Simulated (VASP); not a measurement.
Write the native input for VASP 6.6.1 that does the following.

```
Task                   : single point
Functional             : PBE
Potentials or basis    : VASP PAW PBE potentials, release 64 (Te)
Cutoff                 : 400 eV
k mesh                 : 8 × 8 × 8
Occupations            : gaussian, width 0.1 eV
Spin                   : no spin polarisation
Dipole correction      : no
Further INCAR settings : ALGO = Normal; EDIFF = 1e-06; NBANDS = 9
```

The structure of Te lies in POSCAR:

```
Te
1.0
    0.0000000000      3.2319988239      3.2319988239
    3.2319988239      0.0000000000      3.2319988239
    3.2319988239      3.2319988239      0.0000000000
Te
1
Direct
    0.7500000000      0.7500000000      0.7500000000
```

The input as run:

INCAR

```
PREC = Accurate
ENCUT = 400
EDIFF = 1E-6
ISMEAR = 0
SIGMA = 0.1
LREAL = F
LASPH = T
NELM = 120
ALGO = Normal
ISIF = 2
LWAVE = F
LCHARG = F
GGA = PE
NBANDS = 9
GGA_COMPAT = F
```

KPOINTS

```
Automatic mesh
0
Gamma
  8 8 8
```

Potentials or basis: VASP PAW PBE potentials, release 64 (Te).

Command:

```console
$ cat potpaw_PBE.64/Te/POTCAR > POTCAR
$ mpirun -np 1 vasp_std > vasp.out
```

It gave:

```yaml
Pressure: -4.5 GPa
Band_gap_on_the_k_mesh: zero (bands 3 and 4 overlap by 0.92 eV)
```

Caveat: spin-orbit coupling is left out, which moves the levels of the heavy elements.

Wall time 9.7 s on 1 thread of Intel(R) Xeon(R) Platinum 8259CL CPU @ 2.50GHz (Skylake/Cascade Lake), on a shared host, peak memory 0.16 GiB.
